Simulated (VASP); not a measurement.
**LiSi16 (a cell with a defect): single point with r2SCAN**

System: LiSi16 (a cell with a defect).

```
Si Li
1.0
     0.00000    5.43000    5.43000
     5.43000    0.00000    5.43000
     5.43000    5.43000    0.00000
Si Li
16 1
Cartesian
  -0.0723 0.0712 -0.0691
  1.3028 1.3126 1.3056
  2.7423 2.6867 -0.0326
  4.1164 4.1261 1.3057
  2.6878 -0.0164 2.6906
  4.0193 1.4097 4.0222
  5.4454 2.7411 2.6907
  6.8042 4.0548 4.0781
  -0.0357 2.6867 2.7452
  1.3025 4.1265 4.1193
  2.7423 5.4647 2.7452
  4.1378 6.7212 4.1407
  2.6877 2.7413 5.4481
  4.0752 4.0548 6.8070
  5.4865 5.3725 5.4893
  6.8042 6.7838 6.8069
  7.9522 2.9067 7.9557
```

```json
{"Program": "VASP 6.6.1", "Task": "single point", "Functional": "r2SCAN", "Potentials or basis": "VASP PAW PBE potentials, release 64 (Si, Li_sv)", "Cutoff": "520 eV", "k mesh": "2 × 2 × 2", "Occupations": "gaussian, width 0.05 eV", "Spin": "no spin polarisation"}
```

```yaml
Largest_force: 0.609 eV/Å
```

Forces on the atoms (eV/Å):
```
Si  -0.001  0.001 -0.001
Si  -0.021  0.046 -0.018
Si  -0.039  0.039  0.010
Si  -0.046  0.021 -0.019
Si  -0.019  0.008 -0.019
Si   0.029 -0.030  0.032
Si  -0.010  0.019 -0.019
Si  -0.031  0.030 -0.014
Si   0.012  0.039 -0.038
Si  -0.019  0.019 -0.045
Si  -0.039 -0.011 -0.038
Si  -0.056  0.056 -0.055
Si  -0.020  0.020 -0.008
Si  -0.015  0.031 -0.030
Si  -0.051  0.051 -0.052
Si  -0.031  0.015 -0.030
Li   0.359 -0.353  0.342
```

Levels at points of the mesh, in eV from the Fermi level:
| k point | band 31 | band 32 | band 33 | band 34 | band 35 | band 36 |
| --- | --- | --- | --- | --- | --- | --- |
| (0.00, 0.00, 0.00) | -0.35 | -0.31 | -0.31 | 0.46 | 0.54 | 0.54 |
| (0.50, 0.00, 0.00) | -1.18 | -1.10 | -1.08 | 1.09 | 1.29 | 1.37 |
| (0.00, 0.50, 0.00) | -1.17 | -1.08 | -1.08 | 1.19 | 1.22 | 1.22 |
| (0.00, 0.00, 0.50) | -1.18 | -1.10 | -1.08 | 1.10 | 1.29 | 1.37 |
| (0.50, 0.50, 0.50) | -1.18 | -1.10 | -1.08 | 1.10 | 1.29 | 1.37 |
| (0.50, 0.50, 0.00) | -1.77 | -1.71 | -1.66 | 0.93 | 1.03 | 2.16 |
| (0.00, 0.50, 0.50) | -1.77 | -1.71 | -1.66 | 0.93 | 1.03 | 2.16 |
| (0.50, 0.00, 0.50) | -1.77 | -1.71 | -1.66 | 0.93 | 1.03 | 2.16 |

Wall time 27 min on 1 thread of Oxide Virtual Turin-like Processor, on a shared host, peak memory 0.53 GiB.

Caveat: the k points lie up to 0.50 Å⁻¹ apart; the cell carries a net charge on a neutralising background, which shifts energy and pressure; the cell is charged against a uniform background, so pressure and absolute levels hang on convention; the PAW data sets were made with another functional, which shifts forces and pressure a little.
